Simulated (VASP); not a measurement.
## CdF2: relaxation of cell and atoms with r2SCAN

Crystal: CdF2.

```
CELL_PARAMETERS angstrom
0.00000 2.70483 2.70483
2.70483 0.00000 2.70483
2.70483 2.70483 0.00000
ATOMIC_POSITIONS crystal
Cd 0.00000 0.00000 0.00000
F 0.25000 0.25000 0.25000
F 0.75000 0.75000 0.75000
```

```yaml
Program: VASP 6.6.1
Task: relaxation of cell and atoms
Functional: r2SCAN
Potentials_or_basis: VASP PAW PBE potentials, release 64 (Cd, F)
Cutoff: 600 eV
k_mesh: 6 × 6 × 6
Occupations: fermi-dirac, width 0.0521 eV
Spin: no spin polarisation
Dipole_correction: no
Further_INCAR_settings: ALGO = Normal; EDIFF = 1e-06; IBRION = 2; EDIFFG = -0.01; NSW = 60; ISIF = 3
```

```
Relaxed volume                        : 13.12 Å³/atom
Relaxed cell                          : a = 3.819 Å, b = 3.819 Å, c = 3.819 Å, α = 60.00°, β = 60.00°, γ = 60.00°
Space group after relaxing (to 0.1 Å) : Fm-3m (No. 225)
Energy gained by relaxing             : 0.1 meV/atom
Ionic steps                           : 3
Pressure after relaxing               : 0.0 GPa
Band gap on the k mesh                : 3.75 eV (least direct gap 4.24 eV)
```

Step by step:
```tsv
step	energy change (eV)	largest force (eV/Å)	pressure (GPa)	volume (Å³)
1	0.0000	0.0000	-0.58	39.58
2	-0.0003	0.0000	0.20	39.31
3	-0.0004	0.0000	0.01	39.37
```

Final structure:
```
CELL_PARAMETERS angstrom
0.00000 2.70009 2.70009
2.70009 0.00000 2.70009
2.70009 2.70009 0.00000
ATOMIC_POSITIONS crystal
Cd 0.00000 0.00000 0.00000
F 0.25000 0.25000 0.25000
F 0.75000 0.75000 0.75000
```

Levels at points of the mesh, in eV from the valence-band top:
| k point | band 11 | band 12 | band 13 | band 14 | band 15 | band 16 |
| --- | --- | --- | --- | --- | --- | --- |
| (0.00, 0.00, 0.00) | -0.49 | -0.49 | -0.49 | 3.75 | 13.60 | 13.60 |
| (0.50, 0.00, 0.00) | -1.80 | -0.39 | -0.39 | 7.95 | 9.70 | 15.55 |
| (0.50, 0.50, 0.00) | -0.48 | -0.07 | -0.07 | 8.84 | 10.53 | 12.19 |

It took 110 s on 1 thread of Intel Xeon 8259CL (shared host), peak memory 0.2 GiB.

Caveat: the PAW data sets were made with another functional, which shifts forces and pressure a little. r2SCAN opens gaps a little over a GGA but as a rule still falls short of measured ones.
